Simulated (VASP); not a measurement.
The system is SiO2.

```xyz
6
Lattice="4.1801 0.0000 0.0000 0.0000 4.1801 0.0000 0.0000 0.0000 2.4058" Properties=species:S:1:pos:R:3 pbc="T T T"
Si    2.0901    2.0901    1.2029
Si    0.0000    0.0000    0.0000
O     2.9028    2.9028    0.0000
O     0.8127    3.3674    1.2029
O     1.2773    1.2773    0.0000
O     3.3674    0.8127    1.2029
```

Base run:

```yaml
Program: VASP 6.6.1
Functional: LDA
Potentials_or_basis: VASP PAW LDA potentials, release 64 (Si, O)
Cutoff: 520 eV
k_mesh: 6 × 6 × 8
Occupations: gaussian, width 0.05 eV
Spin: no spin polarisation
```

Its results: band gap on the k mesh 7.59 eV, direct; pressure 46.6 GPa; largest force 0.503 eV/Å.

The run is repeated on the same cell with these changes: potentials or basis from VASP PAW LDA potentials, release 64 (Si, O) to VASP PAW LDA potentials, release 64 (Si, O_h); cutoff from 520 eV to 910 eV. What comes out?

Band gap on the k mesh 7.61 eV, direct; pressure 45.6 GPa; largest force 0.451 eV/Å.

Caveats: the cutoff is under 1.25 times the usual one of these potentials, so pressure, stress and relaxed cells hold a basis-set (Pulay) error (some runs).

A k mesh can miss the band edges.
